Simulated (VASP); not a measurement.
## Ga: single point with PBE

Crystal: Ga.

```xyz
2
Lattice="0.0000 2.3332 2.3332 2.3332 0.0000 2.3332 2.3332 2.3332 0.0000" Properties=species:S:1:pos:R:3 pbc="T T T"
Ga   -0.5833   -0.5833   -0.5833
Ga    0.5833    0.5833    0.5833
```

This cell differs from its parent crystal: volume scaled by 0.5.

* Program: VASP 6.6.1
* Task: single point
* Functional: PBE
* Potentials or basis: VASP PAW PBE potentials, release 64 (Ga_d)
* Cutoff: 520 eV
* k mesh: 11 × 11 × 11
* Occupations: fermi-dirac, width 0.05 eV
* Spin: no spin polarisation
* Dipole correction: no
* Further INCAR settings: ALGO = Normal; EDIFF = 1e-07; NBANDS = 20

The pressure is 127.8 GPa and the band gap on the k mesh is zero (band 13 reaches 14.75 eV, above the bottom of band 14 at 6.35 eV).

Levels at points of the mesh, in eV from the Fermi level:
| k point | band 10 | band 11 | band 12 | band 13 | band 14 | band 15 | band 16 | band 17 |
| --- | --- | --- | --- | --- | --- | --- | --- | --- |
| (0.00, 0.00, 0.00) | -14.83 | -14.22 | 5.68 | 5.68 | 5.68 | 7.25 | 7.25 | 7.25 |

Wall time 31 s on 1 thread of Intel(R) Xeon(R) Platinum 8259CL CPU @ 2.50GHz (Skylake/Cascade Lake) (shared host), peak memory 0.17 GiB.
